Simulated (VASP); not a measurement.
# SnSe2 (R3m) in VASP: settings compared

The runs below take SnSe2 through single point, with HSE06, PBE.

Program: VASP 6.6.1. These are calculated values, not measurements. Logs are shortened: lines on timing, memory, paths and dates and some standing lists are left out, and cuts for length are marked.

### Step 1. The cell of the first run

Symmetry: R3m, No. 160, trigonal system. The conventional cell has a = 3.790 Å, b = 3.790 Å, c = 18.081 Å, α = 90.00°, β = 90.00°, γ = 120.00°. Sn (site symmetry 3m) has 6 Se at 2.77 to 2.78 Å and 6 Sn at 3.79 Å within 3.8 Å. Se (site symmetry 3m) has 3 Sn at 2.78 Å and 10 Se at 3.41 to 3.79 Å within 3.8 Å. Within 3.8 Å of Se (site symmetry 3m) lie 3 Sn at 2.77 Å and 10 Se at 3.41 to 3.79 Å.

### Step 2. Single point, HSE06

File POSCAR:

```
SnSe2
1.0
    1.8950116506      1.0940854866      6.0269119705
   -1.8950116506      1.0940854866      6.0269119705
    0.0000000000     -2.1881709732      6.0269119705
Sn Se
1 2
Direct
   -0.0002292479     -0.0002292479     -0.0002292479
    0.4278747020      0.4278747020      0.4278747020
    0.2390212128      0.2390212128      0.2390212128
```

File INCAR.step1:

```
PREC = Accurate
ENCUT = 520
EDIFF = 1E-5
ISMEAR = -1
SIGMA = 0.02
LREAL = F
LASPH = T
NELM = 100
ALGO = Normal
ISIF = 2
LWAVE = T
LCHARG = F
GGA = PE
NBANDS = 20
```

File INCAR.step2:

```
PREC = Accurate
ENCUT = 520
EDIFF = 1E-6
ISMEAR = -1
SIGMA = 0.02
LREAL = F
LASPH = T
NELM = 100
ALGO = Normal
ISIF = 2
LWAVE = F
LCHARG = F
GGA = PE
LHFCALC = T
HFSCREEN = 0.2079
PRECFOCK = Normal
ISTART = 1
NBANDS = 20
```

File KPOINTS:

```
regular mesh
0
Gamma
  4 4 4
```

Potentials or basis: VASP PAW PBE potentials, release 64 (Sn_d, Se).

Command:

```sh
> cat potpaw_PBE.64/Sn_d/POTCAR potpaw_PBE.64/Se/POTCAR > POTCAR
> cp INCAR.step1 INCAR
> mpirun -np 1 vasp_std > vasp.out
> cp INCAR.step2 INCAR
> mpirun -np 1 vasp_std > vasp.out
```

OUTCAR:

```text
PREC = Accurate
   ENCUT = 520
   EDIFF = 1E-6
   ISMEAR = -1
   LREAL = F
   LASPH = T
   NELM = 100
   ISIF = 2
   GGA = PE
   LHFCALC = T
   HFSCREEN = 0.2079
   PRECFOCK = Normal
   ISTART = 1

 ion  position               nearest neighbor table
   1  1.000  1.000  1.000-   3 2.77   3 2.77   3 2.77   2 2.78   2 2.78   2 2.78
   2  0.428  0.428  0.428-   1 2.78   1 2.78   1 2.78
   3  0.239  0.239  0.239-   1 2.77   1 2.77   1 2.77

  LATTYP: Found a trigonal (rhomboedric) cell.
 ALAT       =     6.4118452966
 COS(alpha) =     0.8253020962

  Lattice vectors:

 A1 = (   1.8950116506,   1.0940854866,   6.0269119705)
 A2 = (  -1.8950116506,   1.0940854866,   6.0269119705)
 A3 = (   0.0000000000,  -2.1881709732,   6.0269119705)

Analysis of symmetry for initial positions (statically):
=====================================================================
 Subroutine PRICEL returns:
 Original cell was already a primitive cell.

 Routine SETGRP: Setting up the symmetry group for a
 trigonal (rhombohedral) supercell.

 Subroutine GETGRP returns: Found  6 space group operations
 (whereof  6 operations were pure point group operations)
 out of a pool of 12 trial point group operations.

The static configuration has the point symmetry C_3v.

Analysis of symmetry for dynamics (positions and initial velocities):
=====================================================================
 Subroutine PRICEL returns:
 Original cell was already a primitive cell.

 Routine SETGRP: Setting up the symmetry group for a
 trigonal (rhombohedral) supercell.

 Subroutine GETGRP returns: Found  6 space group operations
 (whereof  6 operations were pure point group operations)
 out of a pool of 12 trial point group operations.

The dynamic configuration has the point symmetry C_3v.

 Subroutine INISYM returns: Found  6 space group operations
 (whereof  6 operations are pure point group operations),
 and found     1 'primitive' translations

----------------------------------------------------------------------------------------

                                     Primitive cell
[... 80 lines left out ...]
   NELM   =    100;   NELMIN=  2; NELMDL=  0     # of ELM steps
   EDIFF  = 0.1E-05   stopping-criterion for ELM
   LREAL  =      F    real-space projection
   EDIFFG = 0.1E-04   stopping-criterion for IOM
   NSW    =      0    number of steps for IOM
   IBRION =     -1    ionic relax: 0-MD 1-quasi-New 2-CG
   NFREE  =      0    steps in history (QN), initial steepest desc. (CG)
   ISIF   =      2    stress and relaxation
   ISYM   =      3    0-nonsym 1-usesym 2-fastsym
   POTIM  = 0.5000    time-step for ionic-motion
   TEBEG  =    0.0;   TEEND  =   0.0 temperature during run
   PSTRESS=    0.0 pullay stress
   NELECT =      26.0000    total number of electrons
   NUPDOWN=      -1.0000    fix difference up-down
   EMIN   =  10.00;   EMAX   =-10.00  energy-range for DOS
   EFERMI =   0.00;   METHOD = LEGACY
   ISMEAR =    -1;   SIGMA  =   0.02  broadening in eV -4-tet -1-fermi 0-gaus
   EFERMI_NEDOS =   21; number of points for ismear=-14 and -15
   IALGO  =     38    algorithm
   IMIX   =      1    mixing-type and parameters
     AMIX     =   0.40;   BMIX     =  1.00
     AMIX_MAG =   1.60;   BMIX_MAG =  1.00
  volume/ion in A,a.u.               =      24.99       168.65
  Fermi-wavevector in a.u.,A,eV,Ry     =   1.150172  2.173510 17.999094  1.322896
  Thomas-Fermi vector in A             =   2.286838
   LORBIT       =      0    0 simple, 1 ext, 2 COOP (PROOUT), +10 PAW based schemes
   GGA     = PE    functional components
   LHFCALC =     T    Hartree Fock is set to
   PRECFOCK=normal    Normal, Fast or Accurate (Low or Medium for compatibility)
   ENCUT4O =  -1.0   cutoff for four orbital integrals eV
   NKREDX  =     1    reduce k-point grid by
   NKREDY  =     1    reduce k-point grid by
   NKREDZ  =     1    reduce k-point grid by
   AEXX    =    0.2500 exact exchange contribution
   HFSCREEN=    0.2079 screening length (either q_TF or 0.3 A-1)
   HFSCREENC=   0.2079 screening length for correlation (either q_TF or 0.3 A-1)
   ENCUTFOCK=  -1.0 apply spherical cutoff to Coloumb kernel
   IVDW    =     0    specifies the selected vdW correction
   LEPSILON=     F    determine dielectric tensor
   LRPA    =     F    only Hartree local field effects (RPA)
 non-spin polarized calculation
  energy-cutoff  :      520.00
  volume of cell :       74.97
 maximum number of plane-waves:      2030
  NGX = 36; NGY = 36; NGZ = 36

 number of electron      26.0000003 magnetization

 Free energy of the ion-electron system (eV)
  ---------------------------------------------------
  ext. energy  EPLUGINS =         0.00000000
  ---------------------------------------------------
  free energy    TOTEN  =       -13.53474014 eV

  energy without entropy =      -13.53325469  energy(sigma->0) =      -13.53399742

 E-fermi :   4.8570     XC(G=0):  -8.0870

 val. band max:        4.8080989302   @ k =   0.2500   0.0000   0.0000
 cond. band min:       4.8586384976   @ k =   0.0000   0.0000   0.0000
 fundamental gap:      0.0505395674
 Fermi energy:         4.8569520664

 k-point     1 :       0.0000    0.0000    0.0000
  band No.  band energies     occupation
      1     -19.3751      2.00000
      2     -19.3751      2.00000
      3     -19.3090      2.00000
      4     -19.3090      2.00000
      5     -19.2987      2.00000
      6     -11.0629      2.00000
[... 288 lines left out ...]
     19      13.9938      0.00000
     20      13.9969      0.00000

------------------------ aborting loop because EDIFF is reached ----------------------------------------

  FORCE on cell =-STRESS in cart. coord.  units (eV):
  Direction    XX          YY          ZZ          XY          YZ          ZX
  --------------------------------------------------------------------------------------
  -------------------------------------------------------------------------------------
  Total        0.1917777      0.1917777     -0.2381411      0.0000000      0.0000000     -0.0000000
  in kB        4.0982604      4.0982604     -5.0890391      0.0000000      0.0000000     -0.0000000
  external PRESSURE =       1.0358272 kB  Pullay stress =       0.0000000 kB

 VOLUME and BASIS-vectors are now :
 -----------------------------------------------------------------------------
  energy-cutoff  :      520.00
  volume of cell :       74.97
      direct lattice vectors                 reciprocal lattice vectors
     1.895011651  1.094085487  6.026911970     0.263850621  0.152334227  0.055307483
    -1.895011651  1.094085487  6.026911970    -0.263850621  0.152334227  0.055307483
     0.000000000 -2.188170973  6.026911970     0.000000000 -0.304668454  0.055307483

 POSITION                                       TOTAL-FORCE (eV/Angst)
 -----------------------------------------------------------------------------------
      0.00000      0.00000     18.07659         0.000000     -0.000000      0.014932
      0.00000      0.00000      7.73629         0.000000      0.000000     -0.334417
      0.00000      0.00000      4.32168         0.000000     -0.000000      0.319485
 -----------------------------------------------------------------------------------
    total drift:                               -0.000002      0.000004      0.000444

  FREE ENERGIE OF THE ION-ELECTRON SYSTEM (eV)
  ---------------------------------------------------
  free  energy   TOTEN  =       -13.5347401429 eV

  energy  without entropy=      -13.5332546925  energy(sigma->0) =      -13.53399742
```

OUTCAR.step1:

```text
PREC = Accurate
   ENCUT = 520
   EDIFF = 1E-5
   ISMEAR = -1
   LREAL = F
   LASPH = T
[... 509 lines left out ...]
      0.00000      0.00000     18.07659         0.000000      0.000000      0.034889
      0.00000      0.00000      7.73629         0.000000      0.000000      0.293685
      0.00000      0.00000      4.32168         0.000000     -0.000000     -0.328574
 -----------------------------------------------------------------------------------
    total drift:                               -0.000000     -0.000000      0.000329

  FREE ENERGIE OF THE ION-ELECTRON SYSTEM (eV)
  ---------------------------------------------------
  free  energy   TOTEN  =       -11.0347880684 eV

  energy  without entropy=      -11.0324625578  energy(sigma->0) =      -11.03362531
```

Run time: 60 min. Hardware: 1 thread of Intel Xeon 6975P-C (Granite Rapids), shared host; peak memory 0.43 GiB.

What came out:

```yaml
Free_energy: -13.5347 eV
Pressure: 0.1 GPa
Largest_force: 0.334 eV/Å
Band_gap_on_the_k_mesh: 0.05 eV (least direct gap 0.79 eV)
```

Forces in eV/Å, atoms in the order of the input:
```
Sn   0.000  0.000  0.015
Se   0.000  0.000 -0.334
Se   0.000  0.000  0.319
```

Caveat: the k points lie up to 0.49 Å⁻¹ apart; the PAW data sets were made with another functional, which shifts forces and pressure a little; spin-orbit coupling is left out, which moves the levels of the heavy elements.

### Step 3. Single point, PBE

File INCAR:

```
PREC = Accurate ; ENCUT = 520
EDIFF = 1E-7 ; ISMEAR = -1
SIGMA = 0.02 ; LREAL = False
LASPH = True ; NELM = 100
ALGO = Normal ; ISIF = 2
LWAVE = False ; LCHARG = False
GGA = PE ; NBANDS = 20
```

File KPOINTS:

```
regular mesh
0
Gamma
  6 6 6
```

POSCAR is that of step 2.

Potentials or basis: VASP PAW PBE potentials, release 64 (Sn_d, Se).

Command:

```sh
> cat potpaw_PBE.64/Sn_d/POTCAR potpaw_PBE.64/Se/POTCAR > POTCAR
> mpirun -np 1 vasp_std > vasp.out
```

It took 64 s on 1 thread of Intel Xeon 6975P-C (Granite Rapids), shared host; peak memory 0.32 GiB.

Results (log left out):

```
Free energy            : -11.1413 eV
Pressure               : 2.8 GPa
Largest force          : 0.325 eV/Å
Band gap on the k mesh : zero (bands 13 and 14 overlap by 0.68 eV)
```

Forces in eV/Å, atoms in the order of the input:
```
Sn   0.000  0.000 -0.006
Se   0.000  0.000  0.325
Se   0.000  0.000 -0.319
```

Stress tensor (GPa, compression positive):
```
3.23 0.00 0.00
0.00 3.23 0.00
0.00 0.00 1.88
```

Levels at points of the mesh, in eV from the Fermi level:
```
           k point  band 9  band 10  band 11  band 12  band 13  band 14  band 15  band 16  band 17  band 18
(0.00, 0.00, 0.00)   -1.06    -1.06    -0.69    -0.64    -0.64    -0.45     3.89     3.89     4.11     7.39
(0.50, 0.00, 0.00)   -4.95    -3.79    -2.44    -1.54    -1.50     0.34     1.82     4.01     5.20     7.30
(0.50, 0.50, 0.00)   -4.96    -3.68    -2.89    -1.75    -0.67     0.60     2.50     3.84     3.99     6.30
(0.50, 0.50, 0.50)   -3.15    -1.38    -1.38    -0.18    -0.18     1.38     3.26     3.73     3.73     6.03
```

Caveat: semilocal functionals underestimate gaps, so a narrow gap can read as zero; spin-orbit coupling is left out, which moves the levels of the heavy elements.
